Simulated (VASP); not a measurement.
# SiC (Fm-3m) in VASP: further runs, part 2 of 2

VASP 6.6.1. Earlier steps stand in the parts before.

## 4. Relaxation of cell and atoms, r2SCAN

Input file POSCAR:

```
SiC
1.0
    0.0000000000      1.8618552353      1.8618552353
    1.8618552353      0.0000000000      1.8618552353
    1.8618552353      1.8618552353      0.0000000000
Si C
1 1
Direct
    0.0000000000      0.0000000000      0.0000000000
    0.5000000000      0.5000000000      0.5000000000
```

Input file INCAR.step1:

```
SYSTEM = SiC
  PREC = Accurate
  ENCUT = 660
  ISMEAR = 0
  SIGMA = 0.1
  LREAL = .False.
  LASPH = .True.
  NELM = 120
  GGA = PE
  ALGO = Normal
  EDIFF = 1E-5
  LWAVE = .True.
  LCHARG = .False.
  GGA_COMPAT = .False.
  IBRION = 2
  ISIF = 3
  EDIFFG = -0.005
  NELMIN = 4
  NSW = 100
```

Input file INCAR.step2:

```
SYSTEM = SiC
  PREC = Accurate
  ENCUT = 660
  EDIFF = 1E-7
  ISMEAR = 0
  SIGMA = 0.1
  LREAL = .False.
  LASPH = .True.
  NELM = 120
  ALGO = Normal
  ISIF = 3
  LWAVE = .False.
  LCHARG = .False.
  METAGGA = R2SCAN
  LMIXTAU = .True.
  IBRION = 2
  NSW = 80
  EDIFFG = -0.05
  ISTART = 1
  GGA_COMPAT = .False.
  NELMIN = 4
```

Input file KPOINTS:

```
Automatic mesh
0
Gamma
  10 10 10
  0 0 0
```

Potentials or basis: VASP PAW PBE potentials, release 64 (Si, C).

Run with:

```
$ cat potpaw_PBE.64/Si/POTCAR potpaw_PBE.64/C/POTCAR > POTCAR
$ cp INCAR.step1 INCAR
$ mpirun -np 1 vasp_std > vasp.out
$ cp INCAR.step2 INCAR
$ mpirun -np 1 vasp_std > vasp.out
```

OUTCAR:

```text
SYSTEM = SiC
   PREC = Accurate
   ENCUT = 660
   EDIFF = 1E-7
   ISMEAR = 0
   LREAL = .False.
   LASPH = .True.
   NELM = 120
   ISIF = 3
   METAGGA = R2SCAN
   IBRION = 2
   NSW = 80
   EDIFFG = -0.05
   ISTART = 1
   NELMIN = 4

 ion  position               nearest neighbor table
   1  0.000  0.000  0.000-   2 1.86   2 1.86   2 1.86   2 1.86   2 1.86   2 1.86
   2  0.500  0.500  0.500-   1 1.86   1 1.86   1 1.86   1 1.86   1 1.86   1 1.86

  LATTYP: Found a face centered cubic cell.
 ALAT       =     3.7237104706

  Lattice vectors:

 A1 = (   0.0000000000,   1.8618552353,   1.8618552353)
 A2 = (   1.8618552353,   0.0000000000,   1.8618552353)
 A3 = (   1.8618552353,   1.8618552353,   0.0000000000)

Analysis of symmetry for initial positions (statically):
=====================================================================
 Subroutine PRICEL returns:
 Original cell was already a primitive cell.

 Routine SETGRP: Setting up the symmetry group for a
 face centered cubic supercell.

 Subroutine GETGRP returns: Found 48 space group operations
 (whereof 48 operations were pure point group operations)
 out of a pool of 48 trial point group operations.

The static configuration has the point symmetry O_h .

Analysis of symmetry for dynamics (positions and initial velocities):
=====================================================================
 Subroutine PRICEL returns:
 Original cell was already a primitive cell.

 Routine SETGRP: Setting up the symmetry group for a
 face centered cubic supercell.

 Subroutine GETGRP returns: Found 48 space group operations
 (whereof 48 operations were pure point group operations)
 out of a pool of 48 trial point group operations.

The dynamic configuration has the point symmetry O_h .

 Subroutine INISYM returns: Found 48 space group operations
 (whereof 48 operations are pure point group operations),
 and found     1 'primitive' translations

----------------------------------------------------------------------------------------

                                     Primitive cell

  volume of cell :      12.9083

  direct lattice vectors                    reciprocal lattice vectors
     0.000000000  1.861855235  1.861855235    -0.268549343  0.268549343  0.268549343
     1.861855235  0.000000000  1.861855235     0.268549343 -0.268549343  0.268549343
     1.861855235  1.861855235  0.000000000     0.268549343  0.268549343 -0.268549343

  length of vectors
     2.633060925  2.633060925  2.633060925     0.465141106  0.465141106  0.465141106

  position of ions in fractional coordinates (direct lattice)
     0.000000000  0.000000000  0.000000000
     0.500000000  0.500000000  0.500000000

  ion indices of the primitive-cell ions
   primitive index   ion index
                 1           1
                 2           2

----------------------------------------------------------------------------------------

 KPOINTS: Automatic mesh

Automatic generation of k-mesh.
[... 24 lines left out ...]
  0.100000  0.000000  0.000000      8.000000
  0.200000  0.000000  0.000000      8.000000
  0.300000  0.000000  0.000000      8.000000
  0.400000  0.000000  0.000000      8.000000
  0.500000  0.000000  0.000000      4.000000
[... 16 lines left out ...]
  0.300000  0.300000  0.000000      6.000000
  0.400000  0.300000  0.000000     24.000000
 [... further k-points ...]
   k-points           NKPTS =     47   k-points in BZ     NKDIM =     47   number of bands    NBANDS=      8
   number of dos      NEDOS =    301   number of ions     NIONS =      2
   total plane-waves  NPLWV =  13824
   dimension x,y,z NGX =    24 NGY =   24 NGZ =   24
   dimension x,y,z NGXF=    48 NGYF=   48 NGZF=   48
   ions per type =               1   1
   NGX,Y,Z   is equivalent  to a cutoff of  15.15, 15.15, 15.15 a.u.
   NGXF,Y,Z  is equivalent  to a cutoff of  30.31, 30.31, 30.31 a.u.
 SYSTEM =  SiC
   PREC   = accura    normal or accurate (medium, high low for compatibility)
   ISTART =      1    job   : 0-new  1-cont  2-samecut
   ICHARG =      0    charge: 1-file 2-atom 10-const
   ISPIN  =      1    spin polarized calculation?
   LNONCOLLINEAR =      F non collinear calculations
   LSORBIT =      F    spin-orbit coupling
   LASPH  =      T    aspherical Exc in radial PAW
   ENCUT  =  660.0 eV  48.51 Ry    6.96 a.u.   5.52  5.52  5.52*2*pi/ulx,y,z
   NELM   =    120;   NELMIN=  4; NELMDL=  0     # of ELM steps
   EDIFF  = 0.1E-06   stopping-criterion for ELM
   LREAL  =      F    real-space projection
   EDIFFG = -.5E-01   stopping-criterion for IOM
   NSW    =     80    number of steps for IOM
   IBRION =      2    ionic relax: 0-MD 1-quasi-New 2-CG
   NFREE  =      1    steps in history (QN), initial steepest desc. (CG)
   ISIF   =      3    stress and relaxation
   ISYM   =      2    0-nonsym 1-usesym 2-fastsym
   POTIM  = 0.5000    time-step for ionic-motion
   TEBEG  =    0.0;   TEEND  =   0.0 temperature during run
   PSTRESS=    0.0 pullay stress
   NELECT =       8.0000    total number of electrons
   NUPDOWN=      -1.0000    fix difference up-down
   EMIN   =  10.00;   EMAX   =-10.00  energy-range for DOS
   EFERMI =   0.00;   METHOD = LEGACY
   ISMEAR =     0;   SIGMA  =   0.10  broadening in eV -4-tet -1-fermi 0-gaus
   EFERMI_NEDOS =   21; number of points for ismear=-14 and -15
   IALGO  =     38    algorithm
   IMIX   =      4    mixing-type and parameters
     AMIX     =   0.40;   BMIX     =  1.00
     AMIX_MAG =   1.60;   BMIX_MAG =  1.00
  volume/ion in A,a.u.               =       6.45        43.55
  Fermi-wavevector in a.u.,A,eV,Ry     =   1.395776  2.637633 26.506726  1.948189
  Thomas-Fermi vector in A             =   2.519194
   LORBIT       =      0    0 simple, 1 ext, 2 COOP (PROOUT), +10 PAW based schemes
   METAGGA = R2SCAN    functional components
   LHFCALC =     F    Hartree Fock is set to
   AEXX    =    0.0000 exact exchange contribution
   IVDW    =     0    specifies the selected vdW correction
   LEPSILON=     F    determine dielectric tensor
   LRPA    =     F    only Hartree local field effects (RPA)
 conjugate gradient relaxation of ions
 non-spin polarized calculation
 Gauss-broadening in eV      SIGMA  =   0.10
  energy-cutoff  :      660.00
  volume of cell :       12.91
 maximum number of plane-waves:       531
 NGX is ok and might be reduce to    24
   NGX = 11   NGY = 11   NGZ = 11

--------------------------------------- Ionic step        1  -------------------------------------------

 number of electron       8.0000000 magnetization

 Free energy of the ion-electron system (eV)
  ---------------------------------------------------
  ext. energy  EPLUGINS =         0.00000000
  ---------------------------------------------------
  free energy    TOTEN  =       -16.74106891 eV

  energy without entropy =      -16.74106891  energy(sigma->0) =      -16.74106891

------------------------ aborting loop because EDIFF is reached ----------------------------------------

  FORCE on cell =-STRESS in cart. coord.  units (eV):
  Direction    XX          YY          ZZ          XY          YZ          ZX
  --------------------------------------------------------------------------------------
  -------------------------------------------------------------------------------------
  Total        8.4873219      8.4873219      8.4873219      0.0000000      0.0000000      0.0000000
  in kB     1053.4490350   1053.4490350   1053.4490350      0.0000000      0.0000000      0.0000000
  external PRESSURE =    1053.4490350 kB  Pullay stress =       0.0000000 kB
[... 23 lines left out ...]
--------------------------------------- Ionic step        2  -------------------------------------------

 number of electron       7.9999999 magnetization

 E-fermi :   7.9460     XC(G=0): -12.0131

 val. band max:        7.8933161894   @ k =  -0.4000   0.4000   0.0000
 cond. band min:       7.9613444777   @ k =   0.3000   0.3000   0.0000
 fundamental gap:      0.0680282883
 Fermi energy:         7.9460370483

 k-point     1 :       0.0000    0.0000    0.0000
  band No.  band energies     occupation
      1      -7.9819      2.00000
      2       8.0844      0.05045
      3       8.0844      0.05045
      4       8.0844      0.05045
      5      11.1754      0.00000
      6      17.4362      0.00000
      7      17.4362      0.00000
      8      17.4362      0.00000
[... 360 lines left out ...]
--------------------------------------- Ionic step        5  -------------------------------------------

 number of electron       8.0000000 magnetization

 Free energy of the ion-electron system (eV)
  ---------------------------------------------------
  ext. energy  EPLUGINS =         0.00000000
  ---------------------------------------------------
  free energy    TOTEN  =       -17.65753321 eV

  energy without entropy =      -17.65666162  energy(sigma->0) =      -17.65709742

 E-fermi :  12.6997     XC(G=0): -13.5064

 val. band max:       12.6610432633   @ k =   0.0000   0.0000   0.0000
 cond. band min:      12.7278895191   @ k =  -0.1000   0.1000   0.0000
 fundamental gap:      0.0668462558
 Fermi energy:        12.6997319873

 k-point     1 :       0.0000    0.0000    0.0000
  band No.  band energies     occupation
      1      -6.9714      2.00000
      2      12.6610      1.41572
      3      12.6610      1.41572
      4      12.6610      1.41572
      5      21.0864      0.00000
      6      22.0635      0.00000
      7      22.0635      0.00000
      8      22.0635      0.00000
[... 282 lines left out ...]
  FREE ENERGIE OF THE ION-ELECTRON SYSTEM (eV)
  ---------------------------------------------------
  free  energy   TOTEN  =       -17.6575332124 eV

  energy  without entropy=      -17.6566616185  energy(sigma->0) =      -17.65709742

 reached required accuracy - stopping structural energy minimisation
```

Wall time 79 s (1 thread of Intel Xeon 6975P-C (Granite Rapids), shared host); peak memory 0.14 GiB.

Results:

* Free energy: -17.6575 eV
* Relaxed volume: 8.17 Å³/atom
* Relaxed cell: a = 2.848 Å, b = 2.848 Å, c = 2.848 Å, α = 60.00°, β = 60.00°, γ = 60.00°
* Space group after relaxing (to 0.05 Å): Fm-3m (No. 225)
* Energy gained by relaxing: 458.2 meV/atom
* Ionic steps: 5
* Pressure after relaxing: 0.2 GPa
* Band gap on the k mesh: zero (band 4 reaches 12.73 eV, above the bottom of band 5 at 12.04 eV)

Step by step:
```tsv
step	energy change (eV)	largest force (eV/Å)	pressure (GPa)	volume (Å³)
1	0.0000	0.0000	105.34	12.91
2	0.1540	0.0000	-40.34	22.57
3	-0.9129	0.0000	-4.25	16.60
4	-0.9162	0.0000	-1.10	16.41
5	-0.9165	0.0000	0.17	16.33
```

Final structure:
```
Si C
1.0
     0.00000    2.01373    2.01373
     2.01373    0.00000    2.01373
     2.01373    2.01373    0.00000
Si C
1 1
Direct
  0.00000 0.00000 0.00000
  0.50000 0.50000 0.50000
```

Caveat: the volume moved by over 15 % at a fixed basis, so the end points are rough; the PAW data sets were made with another functional, which shifts forces and pressure a little.

## 5. Single point, r2SCAN

This run uses another cell than the first one, of 8.16 Å³/atom, 1.265 times its volume.

Input file POSCAR:

```
SiC
1.0
    0.0000000000      2.0134552928      2.0134552928
    2.0134552928      0.0000000000      2.0134552928
    2.0134552928      2.0134552928      0.0000000000
Si C
1 1
Direct
    0.0000000000      0.0000000000      0.0000000000
    0.5000000000      0.5000000000      0.5000000000
```

Input file INCAR.step1:

```
ALGO = Normal ; EDIFF = 1E-5
ENCUT = 660 ; GGA = PE
GGA_COMPAT = F ; ISMEAR = 0
LASPH = T ; LCHARG = F
LREAL = F ; LWAVE = T
NBANDS = 11 ; NELM = 120
PREC = Accurate ; SIGMA = 0.1
```

Input file INCAR.step2:

```
ALGO = Normal ; EDIFF = 1E-6
ENCUT = 660 ; GGA_COMPAT = F
ISIF = 2 ; ISMEAR = 0
ISTART = 1 ; LASPH = T
LCHARG = F ; LMIXTAU = T
LREAL = F ; LWAVE = F
METAGGA = R2SCAN ; NBANDS = 11
NELM = 120 ; PREC = Accurate
SIGMA = 0.1
```

Input file KPOINTS:

```
k-points
0
Gamma
  18 18 18
```

Run with:

```
$ cat potpaw_PBE.64/Si/POTCAR potpaw_PBE.64/C/POTCAR > POTCAR
$ cp INCAR.step1 INCAR
$ mpirun -np 1 vasp_std > vasp.out
$ cp INCAR.step2 INCAR
$ mpirun -np 1 vasp_std > vasp.out
```

Run time: 46 s. Hardware: 1 thread of Intel Xeon 6975P-C (Granite Rapids), shared host; peak memory 0.17 GiB.

The run converged. Its results:

* Free energy: -17.6636 eV
* Pressure: -0.1 GPa
* Band gap on the k mesh: zero (band 4 reaches 12.73 eV, above the bottom of band 5 at 12.05 eV)

Levels at points of the mesh, in eV from the Fermi level:
```
           k point  band 1  band 2  band 3  band 4  band 5  band 6  band 7  band 8  band 9
(0.00, 0.00, 0.00)  -19.64    0.00    0.00    0.00    8.43    9.40    9.40    9.40   13.92
(0.50, 0.00, 0.00)  -14.27  -12.14   -1.20   -1.20    5.73    5.73    6.56   10.78   16.28
(0.50, 0.50, 0.00)  -12.39  -10.39   -4.63   -4.63   -0.62    2.89   16.23   16.23   16.61
```

Caveat: the PAW data sets were made with another functional, which shifts forces and pressure a little.

## 6. The runs side by side

| task | cell | k mesh | gap on the mesh (eV) | pressure (GPa) |
| --- | --- | --- | --- | --- |
| single point | a = 2.633 Å, angles 60.0°, 2 atoms | 8 × 8 × 8 | 1.33 | 105.3 |
| single point | a = 2.848 Å, angles 60.0°, 2 atoms | 10 × 10 × 10 | none | 0.0 |
| relaxation of cell and atoms | relaxed from a = 2.633 Å, angles 60.0°, 2 atoms | 10 × 10 × 10 | none | 0.2 |
| single point | a = 2.847 Å, angles 60.0°, 2 atoms | 18 × 18 × 18 | none | -0.1 |

Alike in all rows: level r2SCAN; potentials or basis VASP PAW PBE potentials, release 64 (Si, C); no spin polarisation; cutoff (eV) 660; smearing gaussian 0.1 eV.

Caveats: the PAW data sets were made with another functional, which shifts forces and pressure a little; the volume moved by over 15 % at a fixed basis, so the end points are rough (some runs).

Absolute energies hang on the potentials; compare differences alone.
